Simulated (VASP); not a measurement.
Pt, 2 atoms in the cell. The structure is hexagonal, space group P6_3/mmc (No. 194). The conventional cell has a = 2.761 Å, b = 2.761 Å, c = 4.888 Å, α = 90.00°, β = 90.00°, γ = 120.00°. Within 3.6 Å of Pt (site symmetry -6m2) lie 12 Pt at 2.76 to 2.92 Å. 

```yaml
Program: VASP 6.6.1
Task: single point
Functional: PBEsol
Potentials_or_basis: VASP PAW PBE potentials, release 64 (Pt)
Cutoff: 520 eV
k_mesh: 9 × 9 × 5
Occupations: fermi-dirac, width 0.05 eV
Spin: no spin polarisation
Dipole_correction: no
Further_INCAR_settings: ALGO = Normal; EDIFF = 1e-07; NBANDS = 17
```

Potentials or basis: VASP PAW PBE potentials, release 64 (Pt).

Launch:

```bash
$ cat potpaw_PBE.64/Pt/POTCAR > POTCAR
$ mpirun -np 1 vasp_std > vasp.out
```

Hardware: 1 thread of Intel(R) Xeon(R) Platinum 8259CL CPU @ 2.50GHz (Skylake/Cascade Lake) (shared host).

Estimate the wall time of this run.

Wall time 14 s on 1 thread of Intel(R) Xeon(R) Platinum 8259CL CPU @ 2.50GHz (Skylake/Cascade Lake), with other jobs on the host, peak memory 0.16 GiB. Counts: scf iterations 13, k points 36.
